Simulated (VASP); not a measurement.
# SnO (P6_3mc) in VASP: a series of runs

Runs on SnO. Level: PBE. Tasks: single point, relaxation of cell and atoms.

Program: VASP 6.6.1. These are calculated values, not measurements. Logs are shortened: lines on timing, memory, paths and dates and some standing lists are left out, and cuts for length are marked.

## (1) The cell of the first run

It takes space group P6_3mc (No. 186, hexagonal). The conventional cell has a = 3.303 Å, b = 3.303 Å, c = 5.515 Å, α = 90.00°, β = 90.00°, γ = 120.00°. Within 2.6 Å of Sn (site symmetry 3m) lie 4 O at 1.99 to 2.06 Å. O (site symmetry 3m) has 4 Sn at 1.99 to 2.06 Å within 2.6 Å.

## (2) Single point, PBE

File INCAR:

```
SYSTEM = SnO
ALGO     = Normal         ! electronic algorithm
EDIFF    = 1E-6           ! SCF threshold, eV
ENCUT    = 520            ! plane-wave cutoff, eV
GGA      = PE             ! functional
ISIF     = 2              ! what is computed and relaxed
ISMEAR   = 0              ! smearing method
LASPH    = .True.         ! aspherical terms in the spheres
LCHARG   = .True.         ! write CHGCAR
LELF     = .True.         ! ELF
LREAL    = .False.        ! projectors in reciprocal space
LVHAR    = .True.       
LWAVE    = .False.        ! write WAVECAR
NBANDS   = 28             ! bands
NELM     = 80             ! most SCF steps
PREC     = Accurate       ! precision mode
SIGMA    = 0.1            ! smearing width, eV
```

File KPOINTS:

```
k-points
0
Gamma
  6 6 4
  0 0 0
```

File POSCAR:

```
SnO
1.0
    3.3027895072      0.0000000000      0.0000000000
   -1.6513947536      2.8602996166      0.0000000000
    0.0000000000      0.0000000000      5.5145811002
Sn O
2 2
Direct
    0.0000000000      0.0000000000      0.0071360785
    0.3333333333      0.6666666667      0.5071361004
    0.0000000000      0.0000000000      0.3678643005
    0.3333333333      0.6666666667      0.8678645207
```

Potentials or basis: VASP PAW PBE potentials, release 64 (Sn_d, O).

Command:

```bash
cat potpaw_PBE.64/Sn_d/POTCAR potpaw_PBE.64/O/POTCAR > POTCAR
mpirun -np 1 vasp_std > vasp.out
```

OUTCAR:

```text
SYSTEM = SnO
   EDIFF = 1E-6
   ENCUT = 520
   GGA = PE
   ISIF = 2
   ISMEAR = 0
   LASPH = .True.
   LREAL = .False.
   NELM = 80
   PREC = Accurate

 ion  position               nearest neighbor table
   1  0.000  0.000  0.007-   3 1.99   4 2.06   4 2.06   4 2.06   2 3.35   2 3.35   2 3.35   2 3.35
                             2 3.35   2 3.35
   2  0.333  0.667  0.507-   4 1.99   3 2.06   3 2.06   3 2.06   1 3.35   1 3.35   1 3.35   1 3.35
                             1 3.35   1 3.35
   3  0.000  0.000  0.368-   1 1.99   2 2.06   2 2.06   2 2.06
   4  0.333  0.667  0.868-   2 1.99   1 2.06   1 2.06   1 2.06

  LATTYP: Found a hexagonal cell.
 ALAT       =     3.3027895072
 C/A-ratio  =     1.6696737979

  Lattice vectors:

 A1 = (   3.3027895072,   0.0000000000,   0.0000000000)
 A2 = (  -1.6513947536,   2.8602996166,   0.0000000000)
 A3 = (   0.0000000000,   0.0000000000,   5.5145811002)

Analysis of symmetry for initial positions (statically):
=====================================================================
 Subroutine PRICEL returns:
 Original cell was already a primitive cell.

 Routine SETGRP: Setting up the symmetry group for a
 hexagonal supercell.

 Subroutine GETGRP returns: Found 12 space group operations
 (whereof  6 operations were pure point group operations)
 out of a pool of 24 trial point group operations.

The static configuration has the point symmetry C_3v.
 The point group associated with its full space group is C_6v.

Analysis of symmetry for dynamics (positions and initial velocities):
=====================================================================
 Subroutine PRICEL returns:
 Original cell was already a primitive cell.

 Routine SETGRP: Setting up the symmetry group for a
 hexagonal supercell.

 Subroutine GETGRP returns: Found 12 space group operations
 (whereof  6 operations were pure point group operations)
 out of a pool of 24 trial point group operations.

The dynamic configuration has the point symmetry C_3v.
 The point group associated with its full space group is C_6v.

 Subroutine INISYM returns: Found 12 space group operations
 (whereof  6 operations are pure point group operations),
 and found     1 'primitive' translations

----------------------------------------------------------------------------------------

                                     Primitive cell

  volume of cell :      52.0961

  direct lattice vectors                    reciprocal lattice vectors
     3.302789507  0.000000000  0.000000000     0.302774366  0.174806862  0.000000000
    -1.651394754  2.860299617  0.000000000     0.000000000  0.349613724  0.000000000
     0.000000000  0.000000000  5.514581100     0.000000000  0.000000000  0.181337436

  length of vectors
     3.302789507  3.302789507  5.514581100     0.349613724  0.349613724  0.181337436

  position of ions in fractional coordinates (direct lattice)
     0.000000000  0.000000000  0.007136078
     0.333333333  0.666666667  0.507136100
     0.000000000  0.000000000  0.367864301
     0.333333333  0.666666667  0.867864521

  ion indices of the primitive-cell ions
   primitive index   ion index
                 1           1
                 2           2
                 3           3
                 4           4

----------------------------------------------------------------------------------------

 KPOINTS: k-points

Automatic generation of k-mesh.
 Grid dimensions read from file:
 generate k-points for:    6    6    4

 Generating k-lattice:

  Cartesian coordinates                     Fractional coordinates (reciprocal lattice)
     0.050462394  0.029134477  0.000000000     0.166666667 -0.000000000  0.000000000
     0.000000000  0.058268954  0.000000000     0.000000000  0.166666667  0.000000000
     0.000000000  0.000000000  0.045334359     0.000000000  0.000000000  0.250000000

  Length of vectors
     0.058268954  0.058268954  0.045334359

  Shift w.r.t. Gamma in fractional coordinates (k-lattice)
     0.000000000  0.000000000  0.000000000

 Subroutine IBZKPT returns following result:
 ===========================================

 Found     21 irreducible k-points:

 Following reciprocal coordinates:
            Coordinates               Weight
  0.000000  0.000000  0.000000      1.000000
  0.166667 -0.000000  0.000000      6.000000
  0.333333  0.000000  0.000000      6.000000
  0.500000 -0.000000  0.000000      3.000000
  0.166667  0.166667  0.000000      6.000000
  0.333333  0.166667  0.000000     12.000000
[... 13 lines left out ...]
  0.333333  0.166667  0.500000     12.000000
  0.333333  0.333333  0.500000      2.000000
   k-points           NKPTS =     21   k-points in BZ     NKDIM =     21   number of bands    NBANDS=     28
   number of dos      NEDOS =    301   number of ions     NIONS =      4
   total plane-waves  NPLWV =  32928
   dimension x,y,z NGX =    28 NGY =   28 NGZ =   42
   dimension x,y,z NGXF=    56 NGYF=   56 NGZF=   84
   ions per type =               2   2
   NGX,Y,Z   is equivalent  to a cutoff of  14.09, 14.09, 12.66 a.u.
   NGXF,Y,Z  is equivalent  to a cutoff of  28.19, 28.19, 25.32 a.u.
 SYSTEM =  SnO
   PREC   = accura    normal or accurate (medium, high low for compatibility)
   ISTART =      0    job   : 0-new  1-cont  2-samecut
   ICHARG =      2    charge: 1-file 2-atom 10-const
   ISPIN  =      1    spin polarized calculation?
   LNONCOLLINEAR =      F non collinear calculations
   LSORBIT =      F    spin-orbit coupling
   LASPH  =      T    aspherical Exc in radial PAW
   ENCUT  =  520.0 eV  38.22 Ry    6.18 a.u.   6.14  6.14 10.25*2*pi/ulx,y,z
   NELM   =     80;   NELMIN=  2; NELMDL= -5     # of ELM steps
   EDIFF  = 0.1E-05   stopping-criterion for ELM
   LREAL  =      F    real-space projection
   EDIFFG = 0.1E-04   stopping-criterion for IOM
   NSW    =      0    number of steps for IOM
   IBRION =     -1    ionic relax: 0-MD 1-quasi-New 2-CG
   NFREE  =      0    steps in history (QN), initial steepest desc. (CG)
   ISIF   =      2    stress and relaxation
   ISYM   =      2    0-nonsym 1-usesym 2-fastsym
   POTIM  = 0.5000    time-step for ionic-motion
   TEBEG  =    0.0;   TEEND  =   0.0 temperature during run
   PSTRESS=    0.0 pullay stress
   NELECT =      40.0000    total number of electrons
   NUPDOWN=      -1.0000    fix difference up-down
   EMIN   =  10.00;   EMAX   =-10.00  energy-range for DOS
   EFERMI =   0.00;   METHOD = LEGACY
   ISMEAR =     0;   SIGMA  =   0.10  broadening in eV -4-tet -1-fermi 0-gaus
   EFERMI_NEDOS =   21; number of points for ismear=-14 and -15
   IALGO  =     38    algorithm
   IMIX   =      4    mixing-type and parameters
     AMIX     =   0.40;   BMIX     =  1.00
     AMIX_MAG =   1.60;   BMIX_MAG =  1.00
  volume/ion in A,a.u.               =      13.02        87.89
  Fermi-wavevector in a.u.,A,eV,Ry     =   1.499086  2.832862 30.575807  2.247258
  Thomas-Fermi vector in A             =   2.610761
   LORBIT       =      0    0 simple, 1 ext, 2 COOP (PROOUT), +10 PAW based schemes
   GGA     = PE    functional components
   LHFCALC =     F    Hartree Fock is set to
   AEXX    =    0.0000 exact exchange contribution
   IVDW    =     0    specifies the selected vdW correction
   LEPSILON=     F    determine dielectric tensor
   LRPA    =     F    only Hartree local field effects (RPA)
 non-spin polarized calculation
 Gauss-broadening in eV      SIGMA  =   0.10
  energy-cutoff  :      520.00
  volume of cell :       52.10
 maximum number of plane-waves:      1422
 NGX is ok and might be reduce to    28
   NGX = 13   NGY = 13   NGZ = 21

 number of electron      40.0000006 magnetization

 Free energy of the ion-electron system (eV)
  ---------------------------------------------------
  ext. energy  EPLUGINS =         0.00000000
  ---------------------------------------------------
  free energy    TOTEN  =       -16.38022333 eV

  energy without entropy =      -16.37431106  energy(sigma->0) =      -16.37726719

 E-fermi :  12.5810     XC(G=0): -11.9586

 val. band max:       12.5183266917   @ k =   0.3333   0.3333   0.2500
 cond. band min:      12.6290807269   @ k =   0.3333   0.3333   0.0000
 fundamental gap:      0.1107540352
 Fermi energy:        12.5809942622

 k-point     1 :       0.0000    0.0000    0.0000
  band No.  band energies     occupation
      1     -12.0233      2.00000
      2     -11.2860      2.00000
      3     -10.7203      2.00000
      4     -10.7203      2.00000
      5     -10.7115      2.00000
      6     -10.6573      2.00000
[... 20 lines left out ...]
     27      21.1738      0.00000
     28      23.1427      0.00000

 k-point     2 :       0.1667   -0.0000    0.0000
  band No.  band energies     occupation
      1     -12.0570      2.00000
      2     -11.5814      2.00000
      3     -10.7859      2.00000
      4     -10.6942      2.00000
      5     -10.6409      2.00000
      6     -10.6029      2.00000
[... 20 lines left out ...]
     27      19.8211      0.00000
     28      22.5840      0.00000

 k-point     3 :       0.3333    0.0000    0.0000
  band No.  band energies     occupation
      1     -12.1256      2.00000
      2     -11.9061      2.00000
      3     -10.7359      2.00000
      4     -10.6865      2.00000
      5     -10.6187      2.00000
      6     -10.5512      2.00000
[... 20 lines left out ...]
     27      20.0962      0.00000
     28      22.4479      0.00000

 k-point     4 :       0.5000   -0.0000    0.0000
  band No.  band energies     occupation
      1     -12.1493      2.00000
      2     -12.0416      2.00000
      3     -10.7192      2.00000
      4     -10.6946      2.00000
      5     -10.6249      2.00000
      6     -10.5633      2.00000
[... 485 lines left out ...]
     27      22.0667      0.00000
     28      22.0667      0.00000

 k-point    20 :       0.3333    0.1667    0.5000
  band No.  band energies     occupation
      1     -12.0704      2.00000
      2     -12.0704      2.00000
      3     -10.6696      2.00000
      4     -10.6696      2.00000
      5     -10.6068      2.00000
      6     -10.6068      2.00000
[... 20 lines left out ...]
     27      21.0924      0.00000
     28      21.0924      0.00000

 k-point    21 :       0.3333    0.3333    0.5000
  band No.  band energies     occupation
      1     -12.0916      2.00000
      2     -12.0916      2.00000
      3     -10.6283      2.00000
      4     -10.6283      2.00000
      5     -10.6279      2.00000
      6     -10.6279      2.00000
[... 20 lines left out ...]
     27      20.6939      0.00000
     28      20.6939      0.00000

------------------------ aborting loop because EDIFF is reached ----------------------------------------

  FORCE on cell =-STRESS in cart. coord.  units (eV):
  Direction    XX          YY          ZZ          XY          YZ          ZX
  --------------------------------------------------------------------------------------
  -------------------------------------------------------------------------------------
  Total       19.1791231     19.1791231     29.0658857      0.0000000     -0.0000000      0.0000000
  in kB      589.8402126    589.8402126    893.9005231      0.0000000     -0.0000000      0.0000000
  external PRESSURE =     691.1936494 kB  Pullay stress =       0.0000000 kB

 VOLUME and BASIS-vectors are now :
 -----------------------------------------------------------------------------
  energy-cutoff  :      520.00
  volume of cell :       52.10
      direct lattice vectors                 reciprocal lattice vectors
     3.302789507  0.000000000  0.000000000     0.302774366  0.174806862  0.000000000
    -1.651394754  2.860299617  0.000000000     0.000000000  0.349613724  0.000000000
     0.000000000  0.000000000  5.514581100     0.000000000  0.000000000  0.181337436

 POSITION                                       TOTAL-FORCE (eV/Angst)
 -----------------------------------------------------------------------------------
      0.00000      0.00000      0.03935        -0.000000      0.000000     -0.009027
     -0.00000      1.90687      2.79664         0.000000     -0.000000     -0.009027
      0.00000      0.00000      2.02862        -0.000000      0.000000      0.009027
     -0.00000      1.90687      4.78591         0.000000     -0.000000      0.009027
 -----------------------------------------------------------------------------------
    total drift:                               -0.000000     -0.000000      0.001383

  FREE ENERGIE OF THE ION-ELECTRON SYSTEM (eV)
  ---------------------------------------------------
  free  energy   TOTEN  =       -16.3802233325 eV

  energy  without entropy=      -16.3743110552  energy(sigma->0) =      -16.37726719
```

It took 16 s on 1 thread of Intel Xeon 6975P-C (Granite Rapids), shared host; peak memory 0.18 GiB.

Results:

```
Free energy            : -16.3802 eV
Pressure               : 69.1 GPa
Largest force          : 0.009 eV/Å
Band gap on the k mesh : zero (bands 20 and 21 overlap by 0.14 eV)
```

Forces on the atoms (eV/Å):
```
Sn   0.000  0.000 -0.009
Sn   0.000  0.000 -0.009
O    0.000  0.000  0.009
O    0.000  0.000  0.009
```

Caveat: the k points lie up to 0.37 Å⁻¹ apart; semilocal functionals underestimate gaps, so a narrow gap can read as zero; spin-orbit coupling is left out, which moves the levels of the heavy elements.

## (3) Single point, PBE

This run uses another cell than the first one, of 21.95 Å³/atom.

File INCAR:

```
SYSTEM = SnO
PREC = Accurate ; ENCUT = 520
EDIFF = 1E-6 ; ISMEAR = 0
SIGMA = 0.1 ; LREAL = .FALSE.
LASPH = .TRUE. ; NELM = 100
ALGO = Normal ; ISIF = 2
LWAVE = .FALSE. ; LCHARG = .FALSE.
GGA = PE ; NBANDS = 28
```

File KPOINTS:

```
Automatic mesh
0
G
  6 6 4
  0 0 0
```

File POSCAR:

```
SnO
1.0
    3.3651750474      0.0000000000      0.0000000000
   -1.6825875237      2.9143270792      0.0000000000
    0.0000000000      0.0000000000      8.9534353175
Sn O
2 2
Direct
    0.0000000000      0.0000000000     -0.0043865565
    0.3333333333      0.6666666667      0.4956134435
    0.0000000000      0.0000000000      0.3793870566
    0.3333333333      0.6666666667      0.8793870566
```

Potentials or basis: VASP PAW PBE potentials, release 64 (Sn_d, O).

Command:

```bash
cat potpaw_PBE.64/Sn_d/POTCAR potpaw_PBE.64/O/POTCAR > POTCAR
mpirun -np 1 vasp_std > vasp.out
```

It took 27 s on 1 thread of Intel Xeon 6975P-C (Granite Rapids), shared host; peak memory 0.23 GiB.

It converged, with:

```yaml
Free_energy: -21.4670 eV
Pressure: 0.3 GPa
Largest_force: 0.065 eV/Å
Band_gap_on_the_k_mesh: 1.45 eV (least direct gap 1.61 eV)
```

Forces in eV/Å, atoms in the order of the input:
```
Sn   0.000  0.000  0.065
Sn   0.000  0.000  0.065
O    0.000  0.000 -0.065
O    0.000  0.000 -0.065
```

Stress tensor (GPa, compression positive):
```
0.21 0.00 0.00
0.00 0.21 0.00
0.00 0.00 0.38
```

Levels at points of the mesh, in eV from the valence-band top:
| k point | band 18 | band 19 | band 20 | band 21 | band 22 | band 23 |
| --- | --- | --- | --- | --- | --- | --- |
| (0.00, 0.00, 0.00) | -2.41 | -2.01 | -0.80 | 1.45 | 2.82 | 7.91 |
| (0.50, 0.00, 0.00) | -3.16 | -0.78 | -0.10 | 1.50 | 1.65 | 5.29 |
| (0.00, 0.00, 0.50) | -2.42 | -1.45 | -1.45 | 2.16 | 2.16 | 8.28 |
| (0.50, 0.00, 0.50) | -3.18 | -0.53 | -0.53 | 1.68 | 1.68 | 5.61 |

Caveat: spin-orbit coupling is left out, which moves the levels of the heavy elements. A k mesh can miss the band edges.

(Continued in part 2 of 2.)
